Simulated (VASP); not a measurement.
Set up this calculation in VASP 6.6.1, as the native input.

- Task: single point
- Functional: PBE
- Potentials or basis: VASP PAW PBE potentials, release 64 (Ti_sv, Te)
- Cutoff: 520 eV
- k mesh: 10 × 10 × 5
- Occupations: fermi-dirac, width 0.1 eV
- Spin: no spin polarisation
- Dipole correction: no
- Further INCAR settings: ALGO = Normal; EDIFF = 1e-07; NBANDS = 19

The structure of TiTe2 lies in POSCAR:

```
TiTe2
1.0
    3.8989219961      0.0000000000      0.0000000000
   -1.9494609980      3.3765655475      0.0000000000
    0.0000000000      0.0000000000      6.7077561902
Ti Te
1 2
Direct
    0.0000000000      0.0000000000      0.0000000000
    0.6666666667      0.3333333333      0.2628000000
    0.3333333333      0.6666666667      0.7372000000
```

One way to write it, as run:

INCAR

```
SYSTEM = TiTe2
PREC     = Accurate       ! precision mode
ENCUT    = 520            ! plane-wave cutoff, eV
EDIFF    = 1E-7           ! SCF threshold, eV
ISMEAR   = -1             ! smearing method
SIGMA    = 0.1            ! smearing width, eV
LREAL    = .FALSE.        ! projectors in reciprocal space
LASPH    = .TRUE.         ! aspherical terms in the spheres
NELM     = 60             ! most SCF steps
ALGO     = Normal         ! electronic algorithm
ISIF     = 2              ! what is computed and relaxed
LWAVE    = .FALSE.        ! write WAVECAR
LCHARG   = .FALSE.        ! write CHGCAR
GGA      = PE             ! functional
NBANDS   = 19             ! bands
```

KPOINTS

```
regular mesh
0
G
  10 10 5
  0 0 0
```

Potentials or basis: VASP PAW PBE potentials, release 64 (Ti_sv, Te).

Launch:

```console
$ cat potpaw_PBE.64/Ti_sv/POTCAR potpaw_PBE.64/Te/POTCAR > POTCAR
$ mpirun -np 1 vasp_std > vasp.out
```

It gave:

```yaml
Pressure: -4.2 GPa
Largest_force: 0.676 eV/Å
Band_gap_on_the_k_mesh: zero (band 12 reaches 6.10 eV, above the bottom of band 13 at 5.62 eV)
```

Caveat: spin-orbit coupling is left out, which moves the levels of the heavy elements; this functional lacks dispersion, which binds the layers, so the pressure and a relaxed spacing across them are unreliable.

Run time: 65 s on 1 thread of Intel(R) Xeon(R) 6975P-C (Granite Rapids), with other jobs on the host, peak memory 0.26 GiB.
